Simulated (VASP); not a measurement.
Runs of VASP 6.6.1 on CdS3. The structure is that of space group Pm-3m (No. 221), or close to it. The cells are those of the table. 

```tsv
task	level	cell	k mesh	gap on the mesh (eV)	pressure (GPa)	relaxed volume (Å³/atom)
relaxation of cell and atoms	PBE	relaxed from a = 4.208 Å, 4 atoms	12 × 12 × 12	none	0.0	(a)
single point	RPBE	a = 4.201 Å, 4 atoms	12 × 12 × 12	none	2.6	-
single point	PBE	a = 4.356 Å, 4 atoms	4 × 4 × 4	none	-5.5	-
single point	PBE	a = 4.208 Å, 4 atoms	4 × 4 × 4	none	0.2	-
single point	PBE	a = 4.201 Å, 4 atoms	12 × 12 × 12	none	0.2	-
relaxation of cell and atoms	PBE	relaxed from a = 4.356 Å, 4 atoms	4 × 4 × 4	none	0.2	18.62
```

Alike in all rows: potentials or basis VASP PAW PBE potentials, release 64 (Cd, S); no spin polarisation; cutoff (eV) 500; smearing gaussian 0.1 eV.

Question: Fill in the values left out.

Answer: (a) 18.58.

Caveats: some runs use coarse meshes; the PAW data sets were made with another functional, which shifts forces and pressure a little (some runs).

A k mesh can miss the band edges, and the runs leave out spin-orbit coupling on Cd.

A gap of «none» marks levels without a gap at the run's occupations.
